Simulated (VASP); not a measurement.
Wanted: the native input for a VASP 6.6.1 run.

* Task: single point
* Functional: RPBE
* Dispersion: D4
* Potentials or basis: VASP PAW PBE potentials, release 64 (Pb_d, Se)
* Cutoff: 500 eV
* k mesh: 6 × 6 × 6
* Occupations: gaussian, width 0.05 eV
* Spin: no spin polarisation
* Dipole correction: no
* Further INCAR settings: ALGO = Normal; EDIFF = 1e-06; NBANDS = 17

The structure of PbSe lies in POSCAR:

```
PbSe
1.0
    0.0000000000      3.1065788310      3.1065788310
    3.1065788310      0.0000000000      3.1065788310
    3.1065788310      3.1065788310      0.0000000000
Pb Se
1 1
Direct
    0.5000000000      0.5000000000      0.5000000000
    0.0000000000      0.0000000000      0.0000000000
```

This cell differs from its parent crystal: volume scaled by 1.04.

One way to write it, as run:

INCAR

```
ALGO = Normal
EDIFF = 1E-6
ENCUT = 500
GGA = RP
GGA_COMPAT = F
ISIF = 2
ISMEAR = 0
IVDW = 13
LASPH = T
LCHARG = F
LREAL = F
LWAVE = F
NBANDS = 17
NELM = 120
PREC = Accurate
SIGMA = 0.05
```

KPOINTS

```
k-points
0
Gamma
  6 6 6
```

Potentials or basis: VASP PAW PBE potentials, release 64 (Pb_d, Se).

Launch:

```bash
$ cat potpaw_PBE.64/Pb_d/POTCAR potpaw_PBE.64/Se/POTCAR > POTCAR
$ mpirun -np 1 vasp_std > vasp.out
```

Results of the run:

* Pressure: -1.0 GPa
* Band gap on the k mesh: 0.52 eV, direct
* Dispersion energy per atom: -0.697 eV

Caveat: the PAW data sets were made with another functional, which shifts forces and pressure a little; spin-orbit coupling is left out, which moves the levels of the heavy elements.

It took 28 s on 1 thread of Intel Xeon 8259CL (shared host), peak memory 0.18 GiB.
